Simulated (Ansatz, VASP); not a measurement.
AlN in VASP and in Ansatz

POSCAR

```
AlN
1.0
    0.0000000000      2.1848764127      2.1848764127
    2.1848764127      0.0000000000      2.1848764127
    2.1848764127      2.1848764127      0.0000000000
Al N
1 1
Direct
    0.0000000000      0.0000000000      0.0000000000
    0.2500000000      0.2500000000      0.2500000000
```

The input INCAR.step1:

```
SYSTEM = AlN
ALGO = Normal
EDIFF = 1E-4
ENCUT = 520
GGA = PE
ISMEAR = 0
LASPH = .TRUE.
LCHARG = .FALSE.
LREAL = .FALSE.
LWAVE = .TRUE.
NBANDS = 11
NELM = 60
PREC = Accurate
SIGMA = 0.01
```

Contents of INCAR.step2:

```
SYSTEM = AlN
ALGO = Normal
EDIFF = 1E-7
ENCUT = 520
ISIF = 2
ISMEAR = 0
ISTART = 1
LASPH = .TRUE.
LCHARG = .FALSE.
LMIXTAU = .TRUE.
LREAL = .FALSE.
LWAVE = .FALSE.
METAGGA = R2SCAN
NBANDS = 11
NELM = 60
PREC = Accurate
SIGMA = 0.01
```

Contents of KPOINTS:

```
k-points
0
G
  8 8 8
  0 0 0
```

Input for Ansatz:

```yaml
crystal:
  lattice:
    - [0.0, 2.1848764127, 2.1848764127]
    - [2.1848764127, 0.0, 2.1848764127]
    - [2.1848764127, 2.1848764127, 0.0]
  atoms:
    - { symbol: Al, position: [0.0, 0.0, 0.0] }
    - { symbol: "N", position: [0.25, 0.25, 0.25] }
kpoints:
  mp_grid: { grid: [8, 8, 8] }
hamiltonian:
  xc: r2scan
scf:
  occupations: { method: fixed }
output:
  optics:
    e_range: [0, 17]
    de: 0.05
    sigma: 0.1
    bands: { spectra_wanted_up_to: 17 }
```

Alike in both runs: task single point; functional r2SCAN; k mesh 8 × 8 × 8; no spin polarisation.

```csv
,VASP,Ansatz
version,VASP 6.6.1,Ansatz 0.2.0
potentials or method,"VASP PAW PBE potentials, release 64 (Al, N)","plane waves, PAW"
plane-wave cutoff (eV),520,500
occupations,"gaussian, width 0.01 eV",fixed
valence electrons in the cell,8,8
```

Ansatz gave:

```
gap on the k mesh at the Fermi level (eV) : 3.94
```

Task: Which values does VASP return?

Result: gap on the k mesh at the Fermi level (eV): 3.93.

VASP's potentials were made for PBE, not for r2SCAN.
